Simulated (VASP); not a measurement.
# Mo16H (a cell with a defect) in VASP: notebook

The runs below take Mo16H (a cell with a defect) through single point, with PBE.

Program: VASP 6.6.1. These are calculated values, not measurements. Logs are shortened: lines on timing, memory, paths and dates and some standing lists are left out, and cuts for length are marked.

## 1. The cell of the first run

The cell holds a defect, 17 atoms: a = 6.300 Å, b = 6.300 Å, c = 6.300 Å, α = 90.00°, β = 90.00°, γ = 90.00°.

## 2. Single point, PBE

Input file INCAR:

```
PREC = Accurate
ENCUT = 400
EDIFF = 1E-6
ISMEAR = 0
SIGMA = 0.15
LREAL = F
LASPH = T
NELM = 120
ALGO = Normal
ISIF = 2
LWAVE = F
LCHARG = T
GGA = PE
LELF = T
LVHAR = T
NBANDS = 126
GGA_COMPAT = F
```

Input file KPOINTS:

```
regular mesh
0
Gamma
  3 3 3
```

Input file POSCAR:

```
Mo16H
1.0
    6.3000000000      0.0000000000      0.0000000000
    0.0000000000      6.3000000000      0.0000000000
    0.0000000000      0.0000000000      6.3000000000
Mo H
16 1
Direct
   -0.0007303406     -0.0002623103      0.0000122097
    0.5017216236     -0.0002562970      0.0000121921
   -0.0090214816      0.5064446674      0.0000121630
   -0.0013777447     -0.0024465143      0.5000120627
    0.2504882345      0.2430032288      0.2595340149
    0.5100089604      0.5064418228      0.0000120780
    0.5023668950     -0.0024426417      0.5000120390
    0.7504928906      0.2490937903      0.2509836998
   -0.0004811608      0.5003570163      0.5000122094
    0.2504922118      0.7497124920      0.2512468223
    0.2504883120      0.2430030222      0.7404902303
    0.5014711652      0.5003542643      0.5000121908
    0.7504887467      0.7518943260      0.2518757865
    0.7504929118      0.2490937526      0.7490408104
    0.2504922241      0.7497126356      0.7487776392
    0.7504887778      0.7518944534      0.7481485627
    0.2505005739      0.3747135917      0.0000122894
```

Potentials or basis: VASP PAW PBE potentials, release 64 (Mo_sv, H).

On the command line:

```bash
cat potpaw_PBE.64/Mo_sv/POTCAR potpaw_PBE.64/H/POTCAR > POTCAR
mpirun -np 1 vasp_std > vasp.out
```

OUTCAR:

```text
PREC = Accurate
   ENCUT = 400
   EDIFF = 1E-6
   ISMEAR = 0
   LREAL = F
   LASPH = T
   NELM = 120
   ISIF = 2
   GGA = PE

 ion  position               nearest neighbor table
   1  0.999  1.000  0.000-  16 2.72  13 2.72  14 2.72   8 2.72  15 2.74  10 2.74   5 2.74  11 2.74
                             3 3.11   2 3.13   4 3.15   4 3.15   2 3.17   3 3.19
   2  0.502  1.000  0.000-  16 2.72  13 2.72  14 2.72   8 2.72  15 2.74  10 2.74  11 2.74   5 2.74
                             6 3.11   1 3.13   7 3.15   7 3.15   1 3.17   6 3.19
   3  0.991  0.506  0.000-  17 1.83  13 2.68  16 2.68  14 2.72   8 2.72  10 2.74  15 2.74   5 2.85
                            11 2.85   6 3.03   1 3.11   9 3.15   9 3.15   1 3.19   6 3.27
   4  0.999  0.998  0.500-  11 2.68   5 2.68  13 2.70  16 2.70  10 2.72  15 2.72   8 2.72  14 2.72
                             7 3.13   9 3.13   1 3.15   1 3.15   9 3.17   7 3.17
   5  0.250  0.243  0.260-  17 1.83   4 2.68   7 2.68   9 2.72  12 2.72   1 2.74   2 2.74   3 2.85
                             6 2.85  11 3.03  10 3.11   8 3.15   8 3.15  10 3.19  11 3.27
   6  0.510  0.506  0.000-  17 1.83  16 2.68  13 2.68  14 2.72   8 2.72  15 2.74  10 2.74   5 2.85
                            11 2.85   3 3.03   2 3.11  12 3.15  12 3.15   2 3.19   3 3.27
   7  0.502  0.998  0.500-  11 2.68   5 2.68  13 2.70  16 2.70  10 2.72  15 2.72   8 2.72  14 2.72
                             4 3.13  12 3.13   2 3.15   2 3.15  12 3.17   4 3.17
   8  0.750  0.249  0.251-   7 2.72   4 2.72   6 2.72   2 2.72   3 2.72   1 2.72  12 2.73   9 2.73
                            13 3.13  14 3.14   5 3.15   5 3.15  14 3.16  13 3.17
   9  1.000  0.500  0.500-  13 2.72  16 2.72   5 2.72  11 2.72  10 2.72  15 2.72   8 2.73  14 2.73
                             4 3.13  12 3.14   3 3.15   3 3.15  12 3.16   4 3.17
  10  0.250  0.750  0.251-   4 2.72   7 2.72   9 2.72  12 2.72   1 2.74   2 2.74   3 2.74   6 2.74
                             5 3.11  15 3.13  13 3.15  13 3.15  15 3.17   5 3.19
  11  0.250  0.243  0.740-  17 1.83   4 2.68   7 2.68   9 2.72  12 2.72   1 2.74   2 2.74   3 2.85
                             6 2.85   5 3.03  15 3.11  14 3.15  14 3.15  15 3.19   5 3.27
  12  0.501  0.500  0.500-  13 2.72  16 2.72   5 2.72  11 2.72  10 2.72  15 2.72   8 2.73  14 2.73
                             7 3.13   9 3.14   6 3.15   6 3.15   9 3.16   7 3.17
  13  0.750  0.752  0.252-   6 2.68   3 2.68   7 2.70   4 2.70   2 2.72   1 2.72  12 2.72   9 2.72
                            16 3.13   8 3.13  10 3.15  10 3.15   8 3.17  16 3.17
  14  0.750  0.249  0.749-   7 2.72   4 2.72   6 2.72   2 2.72   3 2.72   1 2.72  12 2.73   9 2.73
                            16 3.13   8 3.14  11 3.15  11 3.15   8 3.16  16 3.17
  15  0.250  0.750  0.749-   4 2.72   7 2.72   9 2.72  12 2.72   1 2.74   2 2.74   3 2.74   6 2.74
                            11 3.11  10 3.13  16 3.15  16 3.15  10 3.17  11 3.19
  16  0.750  0.752  0.748-   6 2.68   3 2.68   7 2.70   4 2.70   2 2.72   1 2.72  12 2.72   9 2.72
                            13 3.13  14 3.13  15 3.15  15 3.15  14 3.17  13 3.17
  17  0.251  0.375  0.000-   6 1.83   5 1.83  11 1.83   3 1.83

  LATTYP: Found a simple cubic cell.
 ALAT       =     6.3000000000

  Lattice vectors:

 A1 = (   6.3000000000,   0.0000000000,   0.0000000000)
 A2 = (   0.0000000000,   6.3000000000,   0.0000000000)
 A3 = (   0.0000000000,   0.0000000000,   6.3000000000)

Analysis of symmetry for initial positions (statically):
=====================================================================
 Subroutine PRICEL returns:
 Original cell was already a primitive cell.

 Routine SETGRP: Setting up the symmetry group for a
 simple cubic supercell.

 Subroutine GETGRP returns: Found  2 space group operations
 (whereof  1 operations were pure point group operations)
 out of a pool of 48 trial point group operations.

The static configuration has the point symmetry C_1 .
 The point group associated with its full space group is C_1h.

Analysis of symmetry for dynamics (positions and initial velocities):
=====================================================================
 Subroutine PRICEL returns:
 Original cell was already a primitive cell.

 Routine SETGRP: Setting up the symmetry group for a
 simple cubic supercell.

 Subroutine GETGRP returns: Found  2 space group operations
 (whereof  1 operations were pure point group operations)
 out of a pool of 48 trial point group operations.

The dynamic configuration has the point symmetry C_1 .
 The point group associated with its full space group is C_1h.

 Subroutine INISYM returns: Found  2 space group operations
 (whereof  1 operations are pure point group operations),
 and found     1 'primitive' translations

----------------------------------------------------------------------------------------

                                     Primitive cell

  volume of cell :     250.0470

  direct lattice vectors                    reciprocal lattice vectors
     6.300000000  0.000000000  0.000000000     0.158730159  0.000000000  0.000000000
[... 65 lines left out ...]

 Subroutine IBZKPT returns following result:
 ===========================================

 Found     10 irreducible k-points:

 Following reciprocal coordinates:
            Coordinates               Weight
  0.000000  0.000000  0.000000      1.000000
  0.333333  0.000000  0.000000      2.000000
  0.000000  0.333333  0.000000      2.000000
  0.000000  0.000000  0.333333      2.000000
  0.333333  0.333333  0.000000      2.000000
  0.000000  0.333333  0.333333      4.000000
  0.333333  0.000000  0.333333      4.000000
 -0.333333  0.333333  0.000000      2.000000
  0.333333  0.333333  0.333333      4.000000
 -0.333333  0.333333  0.333333      4.000000
   k-points           NKPTS =     10   k-points in BZ     NKDIM =     10   number of bands    NBANDS=    126
   number of dos      NEDOS =    301   number of ions     NIONS =     17
   total plane-waves  NPLWV =  74088
   dimension x,y,z NGX =    42 NGY =   42 NGZ =   42
   dimension x,y,z NGXF=    84 NGYF=   84 NGZF=   84
   ions per type =              16   1
   NGX,Y,Z   is equivalent  to a cutoff of  11.08, 11.08, 11.08 a.u.
   NGXF,Y,Z  is equivalent  to a cutoff of  22.17, 22.17, 22.17 a.u.
 SYSTEM =  unknown system
   PREC   = accura    normal or accurate (medium, high low for compatibility)
   ISTART =      0    job   : 0-new  1-cont  2-samecut
   ICHARG =      2    charge: 1-file 2-atom 10-const
   ISPIN  =      1    spin polarized calculation?
   LNONCOLLINEAR =      F non collinear calculations
   LSORBIT =      F    spin-orbit coupling
   LASPH  =      T    aspherical Exc in radial PAW
   ENCUT  =  400.0 eV  29.40 Ry    5.42 a.u.  10.27 10.27 10.27*2*pi/ulx,y,z
   NELM   =    120;   NELMIN=  2; NELMDL= -5     # of ELM steps
   EDIFF  = 0.1E-05   stopping-criterion for ELM
   LREAL  =      F    real-space projection
   EDIFFG = 0.1E-04   stopping-criterion for IOM
   NSW    =      0    number of steps for IOM
   IBRION =     -1    ionic relax: 0-MD 1-quasi-New 2-CG
   NFREE  =      0    steps in history (QN), initial steepest desc. (CG)
   ISIF   =      2    stress and relaxation
   ISYM   =      2    0-nonsym 1-usesym 2-fastsym
   POTIM  = 0.5000    time-step for ionic-motion
   TEBEG  =    0.0;   TEEND  =   0.0 temperature during run
   PSTRESS=    0.0 pullay stress
   NELECT =     225.0000    total number of electrons
   NUPDOWN=      -1.0000    fix difference up-down
   EMIN   =  10.00;   EMAX   =-10.00  energy-range for DOS
   EFERMI =   0.00;   METHOD = LEGACY
   ISMEAR =     0;   SIGMA  =   0.15  broadening in eV -4-tet -1-fermi 0-gaus
   EFERMI_NEDOS =   21; number of points for ismear=-14 and -15
   IALGO  =     38    algorithm
   IMIX   =      4    mixing-type and parameters
     AMIX     =   0.40;   BMIX     =  1.00
     AMIX_MAG =   1.60;   BMIX_MAG =  1.00
  volume/ion in A,a.u.               =      14.71        99.26
  Fermi-wavevector in a.u.,A,eV,Ry     =   1.580502  2.986716 33.987182  2.497987
  Thomas-Fermi vector in A             =   2.680720
   LORBIT       =      0    0 simple, 1 ext, 2 COOP (PROOUT), +10 PAW based schemes
   GGA     = PE    functional components
   LHFCALC =     F    Hartree Fock is set to
   AEXX    =    0.0000 exact exchange contribution
   IVDW    =     0    specifies the selected vdW correction
   LEPSILON=     F    determine dielectric tensor
   LRPA    =     F    only Hartree local field effects (RPA)
 non-spin polarized calculation
 Gauss-broadening in eV      SIGMA  =   0.15
  energy-cutoff  :      400.00
  volume of cell :      250.05
 maximum number of plane-waves:      4556
 NGX is ok and might be reduce to    42
   NGX = 21   NGY = 21   NGZ = 21

 number of electron     225.0000055 magnetization

 Free energy of the ion-electron system (eV)
  ---------------------------------------------------
  ext. energy  EPLUGINS =         0.00000000
  ---------------------------------------------------
  free energy    TOTEN  =      -177.83762850 eV

  energy without entropy =     -177.67989075  energy(sigma->0) =     -177.75875962

 E-fermi :  12.7788     XC(G=0): -13.4257

 val. band max:       12.7704420872   @ k =   0.0000   0.3333   0.0000
 cond. band min:      12.7793453772   @ k =   0.0000   0.0000   0.3333
 fundamental gap:      0.0089032900
 Fermi energy:        12.7787824906

 k-point     1 :       0.0000    0.0000    0.0000
  band No.  band energies     occupation
      1     -48.6099      2.00000
      2     -48.4056      2.00000
      3     -48.3757      2.00000
      4     -48.3754      2.00000
      5     -48.3636      2.00000
      6     -48.3488      2.00000
[... 1259 lines left out ...]
    123      14.0740      0.00000
    124      14.0952      0.00000
 [bands above 124 left out]

------------------------ aborting loop because EDIFF is reached ----------------------------------------

  FORCE on cell =-STRESS in cart. coord.  units (eV):
  Direction    XX          YY          ZZ          XY          YZ          ZX
  --------------------------------------------------------------------------------------
  -------------------------------------------------------------------------------------
  Total        8.6822531      8.3166585      8.6832985      0.0004226      0.0000000      0.0000000
  in kB       55.6315773     53.2890283     55.6382762      0.0027081      0.0000000      0.0000000
  external PRESSURE =      54.8529606 kB  Pullay stress =       0.0000000 kB

 VOLUME and BASIS-vectors are now :
 -----------------------------------------------------------------------------
  energy-cutoff  :      400.00
  volume of cell :      250.05
      direct lattice vectors                 reciprocal lattice vectors
     6.300000000  0.000000000  0.000000000     0.158730159  0.000000000  0.000000000
     0.000000000  6.300000000  0.000000000     0.000000000  0.158730159  0.000000000
     0.000000000  0.000000000  6.300000000     0.000000000  0.000000000  0.158730159

 POSITION                                       TOTAL-FORCE (eV/Angst)
 -----------------------------------------------------------------------------------
      6.29540      6.29835      0.00008         0.000963      0.001661      0.000000
      3.16085      6.29839      0.00008        -0.001339      0.001193      0.000000
      6.24316      3.19060      0.00008        -0.000579     -0.000324      0.000000
      6.29132      6.28459      3.15008        -0.007114     -0.002741      0.000000
      1.57808      1.53092      1.63506         0.000296      0.000449      0.000672
      3.21306      3.19058      0.00008         0.001038      0.000139      0.000000
[... 9 lines left out ...]
      4.72808      4.73694      4.71334         0.000270      0.002798     -0.007780
      1.57815      2.36070      0.00008        -0.000381     -0.000031      0.000000
 -----------------------------------------------------------------------------------
    total drift:                               -0.000963      0.000294      0.020496

  FREE ENERGIE OF THE ION-ELECTRON SYSTEM (eV)
  ---------------------------------------------------
  free  energy   TOTEN  =      -177.8376284966 eV

  energy  without entropy=     -177.6798907462  energy(sigma->0) =     -177.75875962
```

Wall time 5.8 min (1 thread of Oxide Virtual Turin-like, shared host); peak memory 0.29 GiB.

What came out:

```yaml
Free_energy: -177.8376 eV
Pressure: 5.5 GPa
Largest_force: 0.008 eV/Å
Band_gap_on_the_k_mesh: zero (an odd number of electrons rules out a gap without spin polarisation)
```

Forces in eV/Å, atoms in the order of the input:
```
Mo   0.001  0.002  0.000
Mo  -0.001  0.001  0.000
Mo  -0.001  0.000  0.000
Mo  -0.007 -0.003  0.000
Mo   0.000  0.000  0.001
Mo   0.001  0.000  0.000
Mo   0.007 -0.003  0.000
Mo   0.000  0.004 -0.002
Mo   0.003 -0.003  0.000
Mo   0.000 -0.002 -0.002
Mo   0.000  0.000 -0.001
Mo  -0.003 -0.003  0.000
Mo   0.000  0.003  0.008
Mo   0.000  0.004  0.002
Mo   0.000 -0.002  0.002
Mo   0.000  0.003 -0.008
H    0.000  0.000  0.000
```

Stress tensor (GPa, compression positive):
```
5.56 0.00 0.00
0.00 5.33 0.00
0.00 0.00 5.56
```

Levels at points of the mesh, in eV from the Fermi level:
```csv
k point,band 108,band 109,band 110,band 111,band 112,band 113,band 114,band 115,band 116,band 117
"(0.00, 0.00, 0.00)",-0.72,-0.72,-0.72,-0.71,-0.71,0.55,0.68,0.69,0.69,0.75
```

## 3. Single point, PBE

Input file INCAR:

```
SYSTEM = Mo16H
PREC = Accurate
ENCUT = 400
EDIFF = 1E-6
ISMEAR = 0
SIGMA = 0.15
LREAL = .False.
LASPH = .True.
NELM = 120
ALGO = Normal
ISIF = 2
LWAVE = .False.
LCHARG = .False.
GGA = PE
NBANDS = 126
GGA_COMPAT = .False.
```

Input file KPOINTS:

```
regular mesh
0
Gamma
  3 3 3
  0 0 0
```

Input file POSCAR:

```
Mo16H
1.0
    6.3000000000      0.0000000000      0.0000000000
    0.0000000000      6.3000000000      0.0000000000
    0.0000000000      0.0000000000      6.3000000000
Mo H
16 1
Direct
   -0.0007303175     -0.0002623810      0.0000122222
    0.5017215873     -0.0002563492      0.0000122222
   -0.0090214286      0.5064446032      0.0000122222
   -0.0013777778     -0.0024465079      0.5000120635
    0.2504882540      0.2430031746      0.2595339683
    0.5100088889      0.5064417460      0.0000120635
    0.5023668254     -0.0024426984      0.5000120635
    0.7504928571      0.2490938095      0.2509836508
   -0.0004811111      0.5003569841      0.5000122222
    0.2504922222      0.7497125397      0.2512468254
    0.2504882540      0.2430030159      0.7404901587
    0.5014711111      0.5003542857      0.5000122222
    0.7504887302      0.7518942857      0.2518757143
    0.7504928571      0.2490938095      0.7490407937
    0.2504922222      0.7497126984      0.7487776190
    0.7504887302      0.7518944444      0.7481485714
    0.2505006349      0.3747136508      0.0000122222
```

Potentials or basis: VASP PAW PBE potentials, release 64 (Mo_sv, H).

On the command line:

```bash
cat potpaw_PBE.64/Mo_sv/POTCAR potpaw_PBE.64/H/POTCAR > POTCAR
mpirun -np 1 vasp_std > vasp.out
```

OUTCAR:

```text
SYSTEM = Mo16H
   PREC = Accurate
   ENCUT = 400
   EDIFF = 1E-6
   ISMEAR = 0
   LREAL = .False.
   LASPH = .True.
   NELM = 120
   ISIF = 2
   GGA = PE

 ion  position               nearest neighbor table
   1  0.999  1.000  0.000-  13 2.72  16 2.72  14 2.72   8 2.72  15 2.74  10 2.74   5 2.74  11 2.74
                             3 3.11   2 3.13   4 3.15   4 3.15   2 3.17   3 3.19
   2  0.502  1.000  0.000-  13 2.72  16 2.72  14 2.72   8 2.72  15 2.74  10 2.74   5 2.74  11 2.74
                             6 3.11   1 3.13   7 3.15   7 3.15   1 3.17   6 3.19
   3  0.991  0.506  0.000-  17 1.83  13 2.68  16 2.68  14 2.72   8 2.72  10 2.74  15 2.74   5 2.85
                            11 2.85   6 3.03   1 3.11   9 3.15   9 3.15   1 3.19   6 3.27
[... 1515 lines left out ...]
  external PRESSURE =      54.8529614 kB  Pullay stress =       0.0000000 kB

 VOLUME and BASIS-vectors are now :
 -----------------------------------------------------------------------------
  energy-cutoff  :      400.00
  volume of cell :      250.05
      direct lattice vectors                 reciprocal lattice vectors
     6.300000000  0.000000000  0.000000000     0.158730159  0.000000000  0.000000000
     0.000000000  6.300000000  0.000000000     0.000000000  0.158730159  0.000000000
     0.000000000  0.000000000  6.300000000     0.000000000  0.000000000  0.158730159

 POSITION                                       TOTAL-FORCE (eV/Angst)
 -----------------------------------------------------------------------------------
      6.29540      6.29835      0.00008         0.000958      0.001665      0.000000
      3.16085      6.29839      0.00008        -0.001336      0.001196      0.000000
      6.24316      3.19060      0.00008        -0.000586     -0.000323      0.000000
      6.29132      6.28459      3.15008        -0.007118     -0.002744      0.000000
      1.57808      1.53092      1.63506         0.000296      0.000453      0.000671
      3.21306      3.19058      0.00008         0.001045      0.000143      0.000000
[... 9 lines left out ...]
      4.72808      4.73693      4.71334         0.000273      0.002800     -0.007785
      1.57815      2.36070      0.00008        -0.000384     -0.000036      0.000000
 -----------------------------------------------------------------------------------
    total drift:                               -0.000965      0.000291      0.010133

  FREE ENERGIE OF THE ION-ELECTRON SYSTEM (eV)
  ---------------------------------------------------
  free  energy   TOTEN  =      -177.8376284999 eV

  energy  without entropy=     -177.6798907478  energy(sigma->0) =     -177.75875962
```

OSZICAR:

```text
N       E                     dE             d eps       ncg     rms          rms(c)
DAV:   1     0.263542220234E+04    0.26354E+04   -0.12239E+05  2536   0.156E+03
DAV:   2    -0.461577911274E+02   -0.26816E+04   -0.26256E+04  2636   0.547E+02
DAV:   3    -0.183254446720E+03   -0.13710E+03   -0.13238E+03  3368   0.102E+02
DAV:   4    -0.188506690663E+03   -0.52522E+01   -0.50860E+01  3048   0.146E+01
DAV:   5    -0.188704055129E+03   -0.19736E+00   -0.19314E+00  3120   0.248E+00    0.615E+01
DAV:   6    -0.179214662958E+03    0.94894E+01   -0.21817E+01  2720   0.174E+01    0.171E+01
DAV:   7    -0.177942374177E+03    0.12723E+01   -0.52641E+00  2930   0.805E+00    0.375E+00
DAV:   8    -0.177912992957E+03    0.29381E-01   -0.89182E-01  3208   0.432E+00    0.261E+00
DAV:   9    -0.177841248015E+03    0.71745E-01   -0.49896E-01  3320   0.291E+00    0.741E-01
DAV:  10    -0.177838483795E+03    0.27642E-02   -0.50263E-02  3216   0.995E-01    0.413E-01
DAV:  11    -0.177837566394E+03    0.91740E-03   -0.75094E-03  3224   0.390E-01    0.211E-01
DAV:  12    -0.177837650250E+03   -0.83856E-04   -0.63419E-04  3144   0.992E-02    0.563E-02
DAV:  13    -0.177837636062E+03    0.14188E-04   -0.24367E-04  3176   0.703E-02    0.317E-02
DAV:  14    -0.177837628079E+03    0.79827E-05   -0.77293E-05  3216   0.384E-02    0.127E-02
DAV:  15    -0.177837628500E+03   -0.42065E-06   -0.95623E-06  2720   0.117E-02
   1 F= -.17783763E+03 E0= -.17775876E+03  d E =-.157738E+00
```

Wall time 6.5 min (1 thread of Oxide Virtual Turin-like, shared host); peak memory 0.28 GiB.

Results:

| Item | Value |
| --- | --- |
| Free energy | -177.8376 eV |
| Pressure | 5.5 GPa |
| Largest force | 0.008 eV/Å |
| Band gap on the k mesh | zero (an odd number of electrons rules out a gap without spin polarisation) |

Forces in eV/Å, atoms in the order of the input:
```
Mo   0.001  0.002  0.000
Mo  -0.001  0.001  0.000
Mo  -0.001  0.000  0.000
Mo  -0.007 -0.003  0.000
Mo   0.000  0.000  0.001
Mo   0.001  0.000  0.000
Mo   0.007 -0.003  0.000
Mo   0.000  0.004 -0.002
Mo   0.003 -0.003  0.000
Mo   0.000 -0.002 -0.002
Mo   0.000  0.000 -0.001
Mo  -0.003 -0.003  0.000
Mo   0.000  0.003  0.008
Mo   0.000  0.004  0.002
Mo   0.000 -0.002  0.002
Mo   0.000  0.003 -0.008
H    0.000  0.000  0.000
```

Stress tensor (GPa, compression positive):
```
5.56 0.00 0.00
0.00 5.33 0.00
0.00 0.00 5.56
```
